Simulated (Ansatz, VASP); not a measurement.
One calculation of Sb, two programs

File INCAR:

```
SYSTEM = Sb
PREC     = Accurate       ! precision mode
ENCUT    = 520            ! plane-wave cutoff, eV
EDIFF    = 1E-6           ! SCF threshold, eV
ISMEAR   = -1             ! smearing method
SIGMA    = 0.1            ! smearing width, eV
LREAL    = .FALSE.        ! projectors in reciprocal space
LASPH    = .TRUE.         ! aspherical terms in the spheres
NELM     = 60             ! most SCF steps
ALGO     = Normal         ! electronic algorithm
ISIF     = 2              ! what is computed and relaxed
LWAVE    = .FALSE.        ! write WAVECAR
LCHARG   = .FALSE.        ! write CHGCAR
GGA      = PE             ! functional
NBANDS   = 12             ! bands
```

Contents of KPOINTS:

```
Automatic mesh
0
G
  9 9 9
  0 0 0
```

Contents of POSCAR:

```
Sb
1.0
    0.0000000000      3.4984747387      3.4984747387
    3.4984747387      0.0000000000      3.4984747387
    3.4984747387      3.4984747387      0.0000000000
Sb
2
Direct
    0.1250000000      0.1250000000      0.1250000000
    0.8750000000      0.8750000000      0.8750000000
```

Input for Ansatz:

```yaml
crystal:
  lattice:
    - [0.0, 3.4984747387, 3.4984747387]
    - [3.4984747387, 0.0, 3.4984747387]
    - [3.4984747387, 3.4984747387, 0.0]
  atoms:
    - { symbol: Sb, position: [0.125, 0.125, 0.125] }
    - { symbol: Sb, position: [0.875, 0.875, 0.875] }
hamiltonian:
  xc: pbe
  pseudopotentials:
    kind: paw
    azcp:
      Sb: "pseudopotentials/Sb.paw.azcp"
basis:
  ecutwfc: 420
  fft_grid_basis: typed
kpoints:
  mp_grid: { grid: [9, 9, 9], shift: [0, 0, 0] }
magnetization:
  spin_polarized: false
scf:
  occupations: { method: fermi_dirac, width: 0.1 }
  lower_state_search: "off"
output:
  stress: true
```

Alike in both runs: task single point; functional PBE; k mesh 9 × 9 × 9; occupations fermi-dirac, width 0.1 eV; no spin polarisation.

|  | VASP | Ansatz |
| --- | --- | --- |
| version | VASP 6.6.1 | Ansatz 0.2.0 |
| potentials or method | VASP PAW PBE potentials, release 64 (Sb), cutoff 520 eV | plane waves (420 eV) with PAW, scalar-relativistic |
| valence electrons in the cell | 10 | 30 |

```tsv
	VASP	Ansatz	Ansatz less VASP
pressure (GPa)	0.0	0.0	-0.01
```

With one functional, cell and mesh, what is left measures potentials, basis and numerics. VASP's potentials hold 10 valence electrons a cell and Ansatz's 30, so a difference there can come from the potentials and not from the codes.

Spin-orbit coupling is off throughout.
